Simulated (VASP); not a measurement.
# BeSe (F-43m) in VASP: further runs

The runs below take BeSe through single point, relaxation of cell and atoms, with r2SCAN, PBE, PBEsol, LDA.

Everything below comes from runs of VASP 6.6.1. Logs are shortened: lines on timing, memory, paths and dates and some standing lists are left out, and cuts for length are marked.

## 1. The cell of the first run

Symmetry: F-43m, No. 216, cubic system. The conventional cell has a = 5.162 Å, b = 5.162 Å, c = 5.162 Å, α = 90.00°, β = 90.00°, γ = 90.00°. Be (site symmetry -43m) has 4 Se at 2.24 Å within 3.0 Å. Se (site symmetry -43m) has 4 Be at 2.24 Å within 3.0 Å.

## 2. Single point, r2SCAN

File POSCAR:

```
BeSe
1.0
    0.0000000000      2.5810353788      2.5810353788
    2.5810353788      0.0000000000      2.5810353788
    2.5810353788      2.5810353788      0.0000000000
Be Se
1 1
Direct
    0.0000000000      0.0000000000      0.0000000000
    0.2500000000      0.2500000000      0.2500000000
```

File INCAR.step1:

```
SYSTEM = BeSe
  PREC = Accurate
  ENCUT = 660
  ISMEAR = 0
  SIGMA = 0.01
  LREAL = .False.
  LASPH = .True.
  NELM = 120
  NBANDS = 11
  GGA = PE
  ALGO = Normal
  EDIFF = 1E-5
  LWAVE = .True.
  LCHARG = .False.
  GGA_COMPAT = .False.
```

File INCAR.step2:

```
SYSTEM = BeSe
  PREC = Accurate
  ENCUT = 660
  EDIFF = 1E-6
  ISMEAR = 0
  SIGMA = 0.01
  LREAL = .False.
  LASPH = .True.
  NELM = 120
  ALGO = Normal
  ISIF = 2
  LWAVE = .False.
  LCHARG = .False.
  METAGGA = R2SCAN
  LMIXTAU = .True.
  NBANDS = 11
  ISTART = 1
  GGA_COMPAT = .False.
```

File KPOINTS:

```
Automatic mesh
0
Gamma
  8 8 8
  0 0 0
```

Potentials or basis: VASP PAW PBE potentials, release 64 (Be, Se).

Run with:

```bash
cat potpaw_PBE.64/Be/POTCAR potpaw_PBE.64/Se/POTCAR > POTCAR
cp INCAR.step1 INCAR
mpirun -np 1 vasp_std > vasp.out
cp INCAR.step2 INCAR
mpirun -np 1 vasp_std > vasp.out
```

OUTCAR:

```text
SYSTEM = BeSe
   PREC = Accurate
   ENCUT = 660
   EDIFF = 1E-6
   ISMEAR = 0
   LREAL = .False.
   LASPH = .True.
   NELM = 120
   ISIF = 2
   METAGGA = R2SCAN
   ISTART = 1

 ion  position               nearest neighbor table
   1  0.000  0.000  0.000-   2 2.24   2 2.24   2 2.24   2 2.24
   2  0.250  0.250  0.250-   1 2.24   1 2.24   1 2.24   1 2.24

  LATTYP: Found a face centered cubic cell.
 ALAT       =     5.1620707576

  Lattice vectors:

 A1 = (   0.0000000000,   2.5810353788,   2.5810353788)
 A2 = (   2.5810353788,   0.0000000000,   2.5810353788)
 A3 = (   2.5810353788,   2.5810353788,   0.0000000000)

Analysis of symmetry for initial positions (statically):
=====================================================================
 Subroutine PRICEL returns:
 Original cell was already a primitive cell.

 Routine SETGRP: Setting up the symmetry group for a
 face centered cubic supercell.

 Subroutine GETGRP returns: Found 24 space group operations
 (whereof 24 operations were pure point group operations)
 out of a pool of 48 trial point group operations.

The static configuration has the point symmetry T_d .

Analysis of symmetry for dynamics (positions and initial velocities):
=====================================================================
 Subroutine PRICEL returns:
 Original cell was already a primitive cell.

 Routine SETGRP: Setting up the symmetry group for a
 face centered cubic supercell.

 Subroutine GETGRP returns: Found 24 space group operations
 (whereof 24 operations were pure point group operations)
 out of a pool of 48 trial point group operations.

The dynamic configuration has the point symmetry T_d .

 Subroutine INISYM returns: Found 24 space group operations
 (whereof 24 operations are pure point group operations),
 and found     1 'primitive' translations

----------------------------------------------------------------------------------------

                                     Primitive cell

  volume of cell :      34.3884

  direct lattice vectors                    reciprocal lattice vectors
     0.000000000  2.581035379  2.581035379    -0.193720708  0.193720708  0.193720708
     2.581035379  0.000000000  2.581035379     0.193720708 -0.193720708  0.193720708
     2.581035379  2.581035379  0.000000000     0.193720708  0.193720708 -0.193720708

  length of vectors
     3.650135238  3.650135238  3.650135238     0.335534108  0.335534108  0.335534108

  position of ions in fractional coordinates (direct lattice)
     0.000000000  0.000000000  0.000000000
     0.250000000  0.250000000  0.250000000

  ion indices of the primitive-cell ions
   primitive index   ion index
                 1           1
                 2           2

----------------------------------------------------------------------------------------

 KPOINTS: Automatic mesh

Automatic generation of k-mesh.
 Grid dimensions read from file:
 generate k-points for:    8    8    8

 Generating k-lattice:

  Cartesian coordinates                     Fractional coordinates (reciprocal lattice)
    -0.024215088  0.024215088  0.024215088     0.125000000  0.000000000  0.000000000
     0.024215088 -0.024215088  0.024215088     0.000000000  0.125000000  0.000000000
     0.024215088  0.024215088 -0.024215088     0.000000000  0.000000000  0.125000000

  Length of vectors
     0.041941764  0.041941764  0.041941764

  Shift w.r.t. Gamma in fractional coordinates (k-lattice)
     0.000000000  0.000000000  0.000000000

 Subroutine IBZKPT returns following result:
 ===========================================

 Found     29 irreducible k-points:

 Following reciprocal coordinates:
            Coordinates               Weight
  0.000000  0.000000  0.000000      1.000000
  0.125000  0.000000  0.000000      8.000000
  0.250000  0.000000  0.000000      8.000000
  0.375000  0.000000  0.000000      8.000000
  0.500000  0.000000  0.000000      4.000000
  0.125000  0.125000  0.000000      6.000000
[... 16 lines left out ...]
  0.500000  0.250000  0.125000     48.000000
 -0.375000  0.250000  0.125000     24.000000
 [... further k-points ...]
   k-points           NKPTS =     29   k-points in BZ     NKDIM =     29   number of bands    NBANDS=     11
   number of dos      NEDOS =    301   number of ions     NIONS =      2
   total plane-waves  NPLWV =  32768
   dimension x,y,z NGX =    32 NGY =   32 NGZ =   32
   dimension x,y,z NGXF=    64 NGYF=   64 NGZF=   64
   ions per type =               1   1
   NGX,Y,Z   is equivalent  to a cutoff of  14.57, 14.57, 14.57 a.u.
   NGXF,Y,Z  is equivalent  to a cutoff of  29.15, 29.15, 29.15 a.u.
 SYSTEM =  BeSe
   PREC   = accura    normal or accurate (medium, high low for compatibility)
   ISTART =      1    job   : 0-new  1-cont  2-samecut
   ICHARG =      0    charge: 1-file 2-atom 10-const
   ISPIN  =      1    spin polarized calculation?
   LNONCOLLINEAR =      F non collinear calculations
   LSORBIT =      F    spin-orbit coupling
   LASPH  =      T    aspherical Exc in radial PAW
   ENCUT  =  660.0 eV  48.51 Ry    6.96 a.u.   7.65  7.65  7.65*2*pi/ulx,y,z
   NELM   =    120;   NELMIN=  2; NELMDL=  0     # of ELM steps
   EDIFF  = 0.1E-05   stopping-criterion for ELM
   LREAL  =      F    real-space projection
   EDIFFG = 0.1E-04   stopping-criterion for IOM
   NSW    =      0    number of steps for IOM
   IBRION =     -1    ionic relax: 0-MD 1-quasi-New 2-CG
   NFREE  =      0    steps in history (QN), initial steepest desc. (CG)
   ISIF   =      2    stress and relaxation
   ISYM   =      2    0-nonsym 1-usesym 2-fastsym
   POTIM  = 0.5000    time-step for ionic-motion
   TEBEG  =    0.0;   TEEND  =   0.0 temperature during run
   PSTRESS=    0.0 pullay stress
   NELECT =       8.0000    total number of electrons
   NUPDOWN=      -1.0000    fix difference up-down
   EMIN   =  10.00;   EMAX   =-10.00  energy-range for DOS
   EFERMI =   0.00;   METHOD = LEGACY
   ISMEAR =     0;   SIGMA  =   0.01  broadening in eV -4-tet -1-fermi 0-gaus
   EFERMI_NEDOS =   21; number of points for ismear=-14 and -15
   IALGO  =     38    algorithm
   IMIX   =      4    mixing-type and parameters
     AMIX     =   0.40;   BMIX     =  1.00
     AMIX_MAG =   1.60;   BMIX_MAG =  1.00
  volume/ion in A,a.u.               =      17.19       116.03
  Fermi-wavevector in a.u.,A,eV,Ry     =   1.006856  1.902683 13.793040  1.013760
  Thomas-Fermi vector in A             =   2.139625
   LORBIT       =      0    0 simple, 1 ext, 2 COOP (PROOUT), +10 PAW based schemes
   METAGGA = R2SCAN    functional components
   LHFCALC =     F    Hartree Fock is set to
   AEXX    =    0.0000 exact exchange contribution
   IVDW    =     0    specifies the selected vdW correction
   LEPSILON=     F    determine dielectric tensor
   LRPA    =     F    only Hartree local field effects (RPA)
 non-spin polarized calculation
 Gauss-broadening in eV      SIGMA  =   0.01
  energy-cutoff  :      660.00
  volume of cell :       34.39
 maximum number of plane-waves:      1363
   NGX = 15   NGY = 15   NGZ = 15

 number of electron       8.0000000 magnetization

 Free energy of the ion-electron system (eV)
  ---------------------------------------------------
  ext. energy  EPLUGINS =         0.00000000
  ---------------------------------------------------
  free energy    TOTEN  =       -20.52989532 eV

  energy without entropy =      -20.52989532  energy(sigma->0) =      -20.52989532

 E-fermi :   3.1513     XC(G=0):  -9.8091

 val. band max:        3.0134305294   @ k =   0.0000   0.0000   0.0000
 cond. band min:       6.1384040254   @ k =   0.5000   0.5000   0.0000
 fundamental gap:      3.1249734960
 Fermi energy:         3.1512943701

 k-point     1 :       0.0000    0.0000    0.0000
  band No.  band energies     occupation
      1     -11.2485      2.00000
      2       3.0134      2.00000
      3       3.0134      2.00000
      4       3.0134      2.00000
      5       8.0571      0.00000
      6       8.6084      0.00000
      7       8.6084      0.00000
      8       8.6084      0.00000
      9      15.9391      0.00000
     10      16.1306      0.00000
     11      16.1306      0.00000

 k-point     2 :       0.1250    0.0000    0.0000
  band No.  band energies     occupation
      1     -11.0895      2.00000
      2       1.7186      2.00000
      3       2.8059      2.00000
      4       2.8060      2.00000
      5       8.2226      0.00000
      6       8.9647      0.00000
      7       8.9647      0.00000
      8       9.7641      0.00000
      9      15.2366      0.00000
     10      15.2366      0.00000
     11      16.1501      0.00000

 k-point     3 :       0.2500    0.0000    0.0000
  band No.  band energies     occupation
      1     -10.6574      2.00000
      2      -0.4102      2.00000
      3       2.3916      2.00000
      4       2.3916      2.00000
      5       8.1015      0.00000
      6       9.5214      0.00000
      7       9.5214      0.00000
      8      12.0378      0.00000
      9      14.9344      0.00000
     10      14.9344      0.00000
     11      15.9718      0.00000

 k-point     4 :       0.3750    0.0000    0.0000
  band No.  band energies     occupation
      1     -10.1257      2.00000
      2      -2.1102      2.00000
      3       2.0564      2.00000
      4       2.0564      2.00000
      5       7.9740      0.00000
      6       9.6218      0.00000
      7       9.6218      0.00000
      8      13.5414      0.00000
      9      16.2787      0.00000
     10      16.2787      0.00000
     11      16.2909      0.00000
[... 239 lines left out ...]
 k-point    22 :       0.3750    0.2500    0.1250
  band No.  band energies     occupation
      1     -10.3068      2.00000
      2      -0.6801      2.00000
      3       0.8186      2.00000
      4       1.8486      2.00000
      5       8.4037      0.00000
      6       9.9435      0.00000
      7      10.4362      0.00000
      8      11.5200      0.00000
      9      14.5792      0.00000
     10      17.2050      0.00000
     11      18.0263      0.00000

 k-point    23 :       0.5000    0.2500    0.1250
  band No.  band energies     occupation
      1      -9.8440      2.00000
      2      -1.7727      2.00000
      3       0.2496      2.00000
      4       1.3808      2.00000
      5       8.8821      0.00000
      6       9.6554      0.00000
      7      11.2194      0.00000
      8      12.2330      0.00000
      9      15.7340      0.00000
     10      16.7457      0.00000
     11      19.2567      0.00000

 k-point    24 :      -0.3750    0.2500    0.1250
  band No.  band energies     occupation
      1      -9.6196      2.00000
      2      -2.2773      2.00000
      3       0.1340      2.00000
      4       1.1428      2.00000
      5       9.0968      0.00000
      6       9.2768      0.00000
      7      12.0297      0.00000
      8      13.4323      0.00000
      9      14.1309      0.00000
     10      18.3842      0.00000
     11      18.6019      0.00000

 [... further k-points ...]
[... 5 lines left out ...]
  --------------------------------------------------------------------------------------
  -------------------------------------------------------------------------------------
  Total        0.0637399      0.0637399      0.0637399      0.0000000      0.0000000     -0.0000000
  in kB        2.9696817      2.9696817      2.9696817      0.0000000      0.0000000     -0.0000000
  external PRESSURE =       2.9696817 kB  Pullay stress =       0.0000000 kB

 VOLUME and BASIS-vectors are now :
 -----------------------------------------------------------------------------
  energy-cutoff  :      660.00
  volume of cell :       34.39
      direct lattice vectors                 reciprocal lattice vectors
     0.000000000  2.581035379  2.581035379    -0.193720708  0.193720708  0.193720708
     2.581035379  0.000000000  2.581035379     0.193720708 -0.193720708  0.193720708
     2.581035379  2.581035379  0.000000000     0.193720708  0.193720708 -0.193720708

 POSITION                                       TOTAL-FORCE (eV/Angst)
 -----------------------------------------------------------------------------------
      0.00000      0.00000      0.00000         0.000000      0.000000      0.000000
      1.29052      1.29052      1.29052        -0.000000     -0.000000     -0.000000
 -----------------------------------------------------------------------------------
    total drift:                                0.000000      0.000000      0.000000

  FREE ENERGIE OF THE ION-ELECTRON SYSTEM (eV)
  ---------------------------------------------------
  free  energy   TOTEN  =       -20.5298953212 eV

  energy  without entropy=      -20.5298953212  energy(sigma->0) =      -20.52989532
```

Run time: 38 s. Hardware: 1 thread of Intel Xeon Platinum 8259CL at 2.50GHz (Skylake/Cascade Lake), shared host; peak memory 0.19 GiB.

Results:

| Item | Value |
| --- | --- |
| Free energy | -20.5299 eV |
| Pressure | 0.3 GPa |
| Band gap on the k mesh | 3.12 eV, indirect (least direct gap 5.04 eV) |

Caveat: the PAW data sets were made with another functional, which shifts forces and pressure a little.

## 3. Relaxation of cell and atoms, PBE

This run uses another cell than the first one, of 17.25 Å³/atom, 1.003 times its volume.

File INCAR:

```
ALGO = Normal
EDIFF = 1E-7
EDIFFG = -0.005
ENCUT = 600
GGA = PE
GGA_COMPAT = False
IBRION = 2
ISIF = 3
ISMEAR = -1
LASPH = True
LCHARG = False
LREAL = False
LWAVE = False
NELM = 120
NELMIN = 4
NSW = 80
PREC = Accurate
SIGMA = 0.02
```

File KPOINTS:

```
k-points
0
Gamma
  8 8 8
```

File POSCAR:

```
BeSe
1.0
    0.0000000000      2.5839687382      2.5839687382
    2.5839687382      0.0000000000      2.5839687382
    2.5839687382      2.5839687382      0.0000000000
Be Se
1 1
Direct
    0.0000000000      0.0000000000      0.0000000000
    0.2500000000      0.2500000000      0.2500000000
```

Potentials or basis: VASP PAW PBE potentials, release 64 (Be, Se).

Run with:

```bash
cat potpaw_PBE.64/Be/POTCAR potpaw_PBE.64/Se/POTCAR > POTCAR
mpirun -np 1 vasp_std > vasp.out
```

Run time: 23 s. Hardware: 1 thread of Intel Xeon Platinum 8259CL at 2.50GHz (Skylake/Cascade Lake), shared host; peak memory 0.17 GiB.

The run converged. Its results:

```yaml
Free_energy: -8.8593 eV
Relaxed_volume: 17.39 Å³/atom
Relaxed_cell: a = 3.664 Å, b = 3.664 Å, c = 3.664 Å, α = 60.00°, β = 60.00°, γ = 60.00°
Space_group_after_relaxing_to_0.05_Å: F-43m (No. 216)
Energy_gained_by_relaxing: 0.3 meV/atom
Ionic_steps: 3
Pressure_after_relaxing: 0.0 GPa
Band_gap_on_the_k_mesh: 2.67 eV, indirect (least direct gap 4.20 eV)
```

The path:
| step | energy change (eV) | largest force (eV/Å) | pressure (GPa) | volume (Å³) |
| --- | --- | --- | --- | --- |
| 1 | 0.0000 | 0.0000 | 0.62 | 34.51 |
| 2 | -0.0005 | 0.0000 | -0.11 | 34.84 |
| 3 | -0.0005 | 0.0000 | -0.01 | 34.79 |

Final structure:
```cif
data_structure
_symmetry_space_group_name_H-M 'P 1'
_symmetry_Int_Tables_number 1
_cell_length_a 3.6641
_cell_length_b 3.6641
_cell_length_c 3.6641
_cell_angle_alpha 60.000
_cell_angle_beta 60.000
_cell_angle_gamma 60.000
_cell_volume 34.79
loop_
_atom_site_label
_atom_site_type_symbol
_atom_site_fract_x
_atom_site_fract_y
_atom_site_fract_z
_atom_site_occupancy
Be1 Be 0.00000 0.00000 0.00000 1
Se1 Se 0.25000 0.25000 0.25000 1
```

Levels at points of the mesh, in eV from the valence-band top:
```tsv
k point	band 1	band 2	band 3	band 4	band 5	band 6	band 7	band 8
(0.00, 0.00, 0.00)	-13.66	0.00	0.00	0.00	4.20	5.01	5.01	5.01
(0.50, 0.00, 0.00)	-12.37	-5.57	-1.04	-1.04	4.25	5.96	5.96	9.95
(0.50, 0.50, 0.00)	-11.93	-4.97	-2.58	-2.58	2.67	4.21	11.53	11.53
```

A k mesh can miss the band edges. Expect the measured gap to be larger: semilocal functionals such as PBE lack the derivative discontinuity.

(Part 1 of 2 ends here.)
